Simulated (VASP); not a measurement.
Input of a VASP 6.6.1 run:

File INCAR:

```
PREC     = Accurate       # precision mode
ENCUT    = 600            # plane-wave cutoff, eV
EDIFF    = 1E-6           # SCF threshold, eV
ISMEAR   = 0              # smearing method
SIGMA    = 0.1            # smearing width, eV
LREAL    = F              # projectors in reciprocal space
LASPH    = T              # aspherical terms in the spheres
NELM     = 120            # most SCF steps
ALGO     = Normal         # electronic algorithm
ISIF     = 2              # what is computed and relaxed
LWAVE    = F              # write WAVECAR
LCHARG   = F              # write CHGCAR
GGA      = PE             # functional
NBANDS   = 34             # bands
GGA_COMPAT= F
```

File KPOINTS:

```
regular mesh
0
Gamma
  6 6 4
```

POSCAR

```
BaRu
1.0
    4.3142605411      0.0000000000      0.0000000000
   -2.1571302705      3.7362592271      0.0000000000
    0.0000000000      0.0000000000      6.9091394782
Ba Ru
2 2
Direct
    0.3333333333      0.6666666667      0.0000000000
    0.6666666667      0.3333333333      0.5000000000
    0.3333333333      0.6666666667      0.3821000000
    0.6666666667      0.3333333333      0.8821000000
```

Potentials or basis: VASP PAW PBE potentials, release 64 (Ba_sv, Ru_sv).

Run with:

```bash
$ cat potpaw_PBE.64/Ba_sv/POTCAR potpaw_PBE.64/Ru_sv/POTCAR > POTCAR
$ mpirun -np 1 vasp_std > vasp.out
```

Problem. Predict the band gap on the k mesh.

Solution. Zero (bands 26 and 27 overlap by 0.44 eV).

Problem. What does it give for the pressure?

Solution. 7.5 GPa.

Problem. Predict the largest force.

Solution. 0.062 eV/Å.

Stress tensor (GPa, compression positive):
```
8.09 0.00 0.00
0.00 8.09 0.00
0.00 0.00 6.41
```

Caveat: the cell stands under pressure; spin-orbit coupling is left out, which moves the levels of the heavy elements.
